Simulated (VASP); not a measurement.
# K (I4/mmm) in VASP: notebook

Runs on K. Level: PBE. Tasks: single point.

All numbers are computed with VASP 6.6.1; they aren't measurements. Logs are shortened: lines on timing, memory, paths and dates and some standing lists are left out, and cuts for length are marked.

## 1. The cell of the first run

Symmetry: I4/mmm, No. 139, tetragonal system. The conventional cell has a = 5.157 Å, b = 5.157 Å, c = 5.315 Å, α = 90.00°, β = 90.00°, γ = 90.00°.

## 2. Single point, PBE (strain -0.015 along x and y, +0.015 along z)

INCAR

```
PREC = Accurate
ENCUT = 520
EDIFF = 1E-6
ISMEAR = 0
SIGMA = 0.15
LREAL = F
LASPH = T
NELM = 60
ALGO = Fast
ISIF = 2
LWAVE = F
LCHARG = F
GGA = PE
NBANDS = 10
```

KPOINTS

```
regular mesh
0
Gamma
  14 14 14
```

POSCAR

```
K
1.0
   -2.5787300000      2.5787300000      2.6572700000
    2.5787300000     -2.5787300000      2.6572700000
    2.5787300000      2.5787300000     -2.6572700000
K
1
Direct
    0.0000000000      0.0000000000      0.0000000000
```

Potentials or basis: VASP PAW PBE potentials, release 64 (K_sv).

Started as:

```sh
$ cat potpaw_PBE.64/K_sv/POTCAR > POTCAR
$ mpirun -np 1 vasp_std > vasp.out
```

OUTCAR:

```text
PREC = Accurate
   ENCUT = 520
   EDIFF = 1E-6
   ISMEAR = 0
   LREAL = F
   LASPH = T
   NELM = 60
   ISIF = 2
   GGA = PE

 ion  position               nearest neighbor table
   1  0.000  0.000  0.000-

  LATTYP: Found a body centered tetragonal cell.
 ALAT       =     5.1574600000
 C/A-ratio  =     1.0304568528

  Lattice vectors:

 A1 = (  -2.5787300000,   2.5787300000,   2.6572700000)
 A2 = (   2.5787300000,  -2.5787300000,   2.6572700000)
 A3 = (   2.5787300000,   2.5787300000,  -2.6572700000)

Analysis of symmetry for initial positions (statically):
=====================================================================
 Subroutine PRICEL returns:
 Original cell was already a primitive cell.

 Routine SETGRP: Setting up the symmetry group for a
 body centered tetragonal supercell.

 Subroutine GETGRP returns: Found 16 space group operations
 (whereof 16 operations were pure point group operations)
 out of a pool of 16 trial point group operations.

The static configuration has the point symmetry D_4h.

Analysis of symmetry for dynamics (positions and initial velocities):
=====================================================================
 Subroutine PRICEL returns:
 Original cell was already a primitive cell.

 Routine SETGRP: Setting up the symmetry group for a
 body centered tetragonal supercell.

 Subroutine GETGRP returns: Found 16 space group operations
 (whereof 16 operations were pure point group operations)
 out of a pool of 16 trial point group operations.

The dynamic configuration has the point symmetry D_4h.

 Subroutine INISYM returns: Found 16 space group operations
 (whereof 16 operations are pure point group operations),
 and found     1 'primitive' translations

----------------------------------------------------------------------------------------

                                     Primitive cell

  volume of cell :      70.6818

  direct lattice vectors                    reciprocal lattice vectors
    -2.578730000  2.578730000  2.657270000     0.000000000  0.193893894  0.188163040
     2.578730000 -2.578730000  2.657270000     0.193893894  0.000000000  0.188163040
     2.578730000  2.578730000 -2.657270000     0.193893894  0.193893894  0.000000000

  length of vectors
     4.512292176  4.512292176  4.512292176     0.270185439  0.270185439  0.274207374

  position of ions in fractional coordinates (direct lattice)
     0.000000000  0.000000000  0.000000000

  ion indices of the primitive-cell ions
   primitive index   ion index
                 1           1

----------------------------------------------------------------------------------------

 KPOINTS: regular mesh

Automatic generation of k-mesh.
 Grid dimensions read from file:
 generate k-points for:   14   14   14

 Generating k-lattice:

  Cartesian coordinates                     Fractional coordinates (reciprocal lattice)
     0.000000000  0.013849564  0.013440217     0.071428571  0.000000000  0.000000000
     0.013849564  0.000000000  0.013440217     0.000000000  0.071428571  0.000000000
     0.013849564  0.013849564  0.000000000     0.000000000  0.000000000  0.071428571

  Length of vectors
     0.019298960  0.019298960  0.019586241

  Shift w.r.t. Gamma in fractional coordinates (k-lattice)
     0.000000000  0.000000000  0.000000000

 Subroutine IBZKPT returns following result:
 ===========================================

 Found    244 irreducible k-points:

 Following reciprocal coordinates:
            Coordinates               Weight
  0.000000  0.000000  0.000000      1.000000
  0.071429  0.000000 -0.000000      8.000000
  0.142857  0.000000 -0.000000      8.000000
  0.214286 -0.000000  0.000000      8.000000
  0.285714 -0.000000  0.000000      8.000000
  0.357143 -0.000000  0.000000      8.000000
[... 16 lines left out ...]
  0.214286  0.142857 -0.000000     16.000000
  0.285714  0.142857  0.000000     16.000000
 [... further k-points ...]
   k-points           NKPTS =    244   k-points in BZ     NKDIM =    244   number of bands    NBANDS=     10
   number of dos      NEDOS =    301   number of ions     NIONS =      1
   total plane-waves  NPLWV =  46656
   dimension x,y,z NGX =    36 NGY =   36 NGZ =   36
   dimension x,y,z NGXF=    72 NGYF=   72 NGZF=   72
   ions per type =               1
   NGX,Y,Z   is equivalent  to a cutoff of  13.26, 13.26, 13.26 a.u.
   NGXF,Y,Z  is equivalent  to a cutoff of  26.53, 26.53, 26.53 a.u.
 SYSTEM =  unknown system
   PREC   = accura    normal or accurate (medium, high low for compatibility)
   ISTART =      0    job   : 0-new  1-cont  2-samecut
   ICHARG =      2    charge: 1-file 2-atom 10-const
   ISPIN  =      1    spin polarized calculation?
   LNONCOLLINEAR =      F non collinear calculations
   LSORBIT =      F    spin-orbit coupling
   LASPH  =      T    aspherical Exc in radial PAW
   ENCUT  =  520.0 eV  38.22 Ry    6.18 a.u.   8.39  8.39  8.39*2*pi/ulx,y,z
   NELM   =     60;   NELMIN=  2; NELMDL= -5     # of ELM steps
   EDIFF  = 0.1E-05   stopping-criterion for ELM
   LREAL  =      F    real-space projection
   EDIFFG = 0.1E-04   stopping-criterion for IOM
   NSW    =      0    number of steps for IOM
   IBRION =     -1    ionic relax: 0-MD 1-quasi-New 2-CG
   NFREE  =      0    steps in history (QN), initial steepest desc. (CG)
   ISIF   =      2    stress and relaxation
   ISYM   =      2    0-nonsym 1-usesym 2-fastsym
   POTIM  = 0.5000    time-step for ionic-motion
   TEBEG  =    0.0;   TEEND  =   0.0 temperature during run
   PSTRESS=    0.0 pullay stress
   NELECT =       9.0000    total number of electrons
   NUPDOWN=      -1.0000    fix difference up-down
   EMIN   =  10.00;   EMAX   =-10.00  energy-range for DOS
   EFERMI =   0.00;   METHOD = LEGACY
   ISMEAR =     0;   SIGMA  =   0.15  broadening in eV -4-tet -1-fermi 0-gaus
   EFERMI_NEDOS =   21; number of points for ismear=-14 and -15
   IALGO  =     68    algorithm
   IMIX   =      4    mixing-type and parameters
     AMIX     =   0.40;   BMIX     =  1.00
     AMIX_MAG =   1.60;   BMIX_MAG =  1.00
  volume/ion in A,a.u.               =      70.68       476.98
  Fermi-wavevector in a.u.,A,eV,Ry     =   0.823607  1.556391  9.229212  0.678328
  Thomas-Fermi vector in A             =   1.935146
   LORBIT       =      0    0 simple, 1 ext, 2 COOP (PROOUT), +10 PAW based schemes
   GGA     = PE    functional components
   LHFCALC =     F    Hartree Fock is set to
   AEXX    =    0.0000 exact exchange contribution
   IVDW    =     0    specifies the selected vdW correction
   LEPSILON=     F    determine dielectric tensor
   LRPA    =     F    only Hartree local field effects (RPA)
 non-spin polarized calculation
 RMM-DIIS sequential band-by-band and
 Gauss-broadening in eV      SIGMA  =   0.15
  energy-cutoff  :      520.00
  volume of cell :       70.68
 maximum number of plane-waves:      1938
 NGX is ok and might be reduce to    36
   NGX = 17   NGY = 17   NGZ = 17

 number of electron       9.0000000 magnetization

 Free energy of the ion-electron system (eV)
  ---------------------------------------------------
  ext. energy  EPLUGINS =         0.00000000
  ---------------------------------------------------
  free energy    TOTEN  =        -1.05002441 eV

  energy without entropy =       -1.04139729  energy(sigma->0) =       -1.04571085

 E-fermi :  -0.0294     XC(G=0):  -5.7480

 val. band max:       -0.0314886884   @ k =  -0.2143   0.4286   0.1429
 cond. band min:      -0.0265897697   @ k =  -0.4286   0.4286   0.0714
 fundamental gap:      0.0048989187
 Fermi energy:        -0.0293537208

 k-point     1 :       0.0000    0.0000    0.0000
  band No.  band energies     occupation
      1     -32.1406      2.00000
      2     -15.5871      2.00000
      3     -15.5871      2.00000
      4     -15.5869      2.00000
      5      -2.2440      2.00000
      6       4.2553      0.00000
      7       4.2553      0.00000
      8       4.4043      0.00000
      9       5.1352      0.00000
     10       5.3351      0.00000

 k-point     2 :       0.0714    0.0000   -0.0000
  band No.  band energies     occupation
      1     -32.1404      2.00000
      2     -15.5909      2.00000
      3     -15.5884      2.00000
      4     -15.5870      2.00000
      5      -2.1790      2.00000
      6       4.1656      0.00000
      7       4.2171      0.00000
      8       4.4124      0.00000
      9       5.0305      0.00000
     10       5.2926      0.00000

 k-point     3 :       0.1429    0.0000   -0.0000
  band No.  band energies     occupation
      1     -32.1397      2.00000
      2     -15.6019      2.00000
      3     -15.5919      2.00000
      4     -15.5869      2.00000
      5      -1.9862      2.00000
      6       3.8066      0.00000
      7       4.0321      0.00000
      8       4.5487      0.00000
      9       4.9270      0.00000
     10       5.2385      0.00000

 k-point     4 :       0.2143   -0.0000    0.0000
  band No.  band energies     occupation
      1     -32.1387      2.00000
      2     -15.6177      2.00000
      3     -15.5970      2.00000
      4     -15.5868      2.00000
      5      -1.6722      2.00000
      6       3.2257      0.00000
      7       3.7844      0.00000
      8       4.8054      0.00000
      9       4.9649      0.00000
     10       5.2164      0.00000

 k-point     5 :       0.2857   -0.0000    0.0000
  band No.  band energies     occupation
      1     -32.1376      2.00000
      2     -15.6350      2.00000
      3     -15.6026      2.00000
      4     -15.5867      2.00000
      5      -1.2482      2.00000
      6       2.5702      0.00000
      7       3.5493      0.00000
      8       5.0272      0.00000
      9       5.1626      0.00000
     10       5.2582      0.00000

 k-point     6 :       0.3571   -0.0000    0.0000
  band No.  band energies     occupation
      1     -32.1366      2.00000
      2     -15.6505      2.00000
      3     -15.6077      2.00000
      4     -15.5866      2.00000
      5      -0.7297      2.00000
      6       1.8940      0.00000
      7       3.3637      0.00000
      8       5.0106      0.00000
      9       5.3810      0.00000
     10       5.6132      0.00000

 k-point     7 :       0.4286   -0.0000    0.0000
  band No.  band energies     occupation
      1     -32.1359      2.00000
      2     -15.6611      2.00000
      3     -15.6112      2.00000
      4     -15.5866      2.00000
      5      -0.1390      1.69863
      6       1.2147      0.00000
      7       3.2465      0.00000
      8       4.9225      0.00000
      9       5.5798      0.00000
     10       6.1414      0.00000

 k-point     8 :       0.5000   -0.0000    0.0000
  band No.  band energies     occupation
      1     -32.1357      2.00000
      2     -15.6649      2.00000
      3     -15.6124      2.00000
      4     -15.5865      2.00000
      5       0.3939      0.00007
      6       0.6534      0.00000
      7       3.2066      0.00000
      8       4.8737      0.00000
      9       5.7552      0.00000
     10       6.1094      0.00000

 k-point     9 :       0.0714    0.0714   -0.0000
  band No.  band energies     occupation
      1     -32.1399      2.00000
      2     -15.5984      2.00000
      3     -15.5898      2.00000
      4     -15.5878      2.00000
      5      -2.0520      2.00000
      6       3.9663      0.00000
      7       4.0594      0.00000
      8       4.5116      0.00000
      9       4.8689      0.00000
     10       5.3244      0.00000
[... 118 lines left out ...]
 k-point    19 :      -0.2143    0.0714   -0.0000
  band No.  band energies     occupation
      1     -32.1391      2.00000
      2     -15.6117      2.00000
      3     -15.5939      2.00000
      4     -15.5884      2.00000
      5      -1.7909      2.00000
      6       3.5044      0.00000
      7       3.8203      0.00000
      8       4.6559      0.00000
      9       4.8775      0.00000
     10       5.3022      0.00000

 k-point    20 :      -0.1429    0.0714   -0.0000
  band No.  band energies     occupation
      1     -32.1399      2.00000
      2     -15.5986      2.00000
      3     -15.5896      2.00000
      4     -15.5881      2.00000
      5      -2.0462      2.00000
      6       3.9678      0.00000
      7       4.0846      0.00000
      8       4.4439      0.00000
      9       4.9601      0.00000
     10       5.2333      0.00000

 k-point    21 :      -0.0714    0.0714    0.0000
  band No.  band energies     occupation
      1     -32.1404      2.00000
      2     -15.5910      2.00000
      3     -15.5882      2.00000
      4     -15.5872      2.00000
      5      -2.1770      2.00000
      6       4.1618      0.00000
      7       4.3074      0.00000
      8       4.3078      0.00000
      9       5.1219      0.00000
     10       5.2030      0.00000

 k-point    22 :       0.1429    0.1429    0.0000
  band No.  band energies     occupation
      1     -32.1382      2.00000
      2     -15.6241      2.00000
      3     -15.5979      2.00000
      4     -15.5899      2.00000
      5      -1.4948      2.00000
      6       3.1133      0.00000
      7       3.4769      0.00000
      8       4.8182      0.00000
      9       4.8994      0.00000
     10       5.4898      0.00000

 k-point    23 :       0.2143    0.1429   -0.0000
  band No.  band energies     occupation
      1     -32.1372      2.00000
      2     -15.6374      2.00000
      3     -15.6043      2.00000
      4     -15.5908      2.00000
      5      -1.0800      2.00000
      6       2.5896      0.00000
      7       3.1921      0.00000
      8       4.8773      0.00000
      9       5.1046      0.00000
     10       5.5760      0.00000

 k-point    24 :       0.2857    0.1429    0.0000
  band No.  band energies     occupation
      1     -32.1363      2.00000
      2     -15.6490      2.00000
      3     -15.6108      2.00000
      4     -15.5912      2.00000
      5      -0.5709      2.00000
      6       1.9880      0.00000
      7       2.9918      0.00000
      8       4.8416      0.00000
      9       5.2932      0.00000
     10       5.7000      0.00000

 [... further k-points ...]
[... 5 lines left out ...]
  --------------------------------------------------------------------------------------
  -------------------------------------------------------------------------------------
  Total        0.0748008      0.0748008      0.0648431      0.0000000      0.0000000      0.0000000
  in kB        1.6955460      1.6955460      1.4698287      0.0000000      0.0000000      0.0000000
  external PRESSURE =       1.6203069 kB  Pullay stress =       0.0000000 kB

 VOLUME and BASIS-vectors are now :
 -----------------------------------------------------------------------------
  energy-cutoff  :      520.00
  volume of cell :       70.68
      direct lattice vectors                 reciprocal lattice vectors
    -2.578730000  2.578730000  2.657270000     0.000000000  0.193893894  0.188163040
     2.578730000 -2.578730000  2.657270000     0.193893894  0.000000000  0.188163040
     2.578730000  2.578730000 -2.657270000     0.193893894  0.193893894  0.000000000

 POSITION                                       TOTAL-FORCE (eV/Angst)
 -----------------------------------------------------------------------------------
      0.00000      0.00000      0.00000         0.000000      0.000000      0.000000
 -----------------------------------------------------------------------------------
    total drift:                               -0.000000     -0.000000      0.000000

  FREE ENERGIE OF THE ION-ELECTRON SYSTEM (eV)
  ---------------------------------------------------
  free  energy   TOTEN  =        -1.0500244083 eV

  energy  without entropy=       -1.0413972929  energy(sigma->0) =       -1.04571085
```

Wall time 90 s (1 thread of AMD EPYC 9R45 (Zen 5), shared host); peak memory 0.29 GiB.

What came out:

```yaml
Free_energy: -1.0500 eV
Pressure: 0.2 GPa
Band_gap_on_the_k_mesh: zero (an odd number of electrons rules out a gap without spin polarisation)
```

Caveat: the cell differs from its parent crystal (strain -0.015 along x and y, +0.015 along z).

(Part 1 of 2 ends here.)
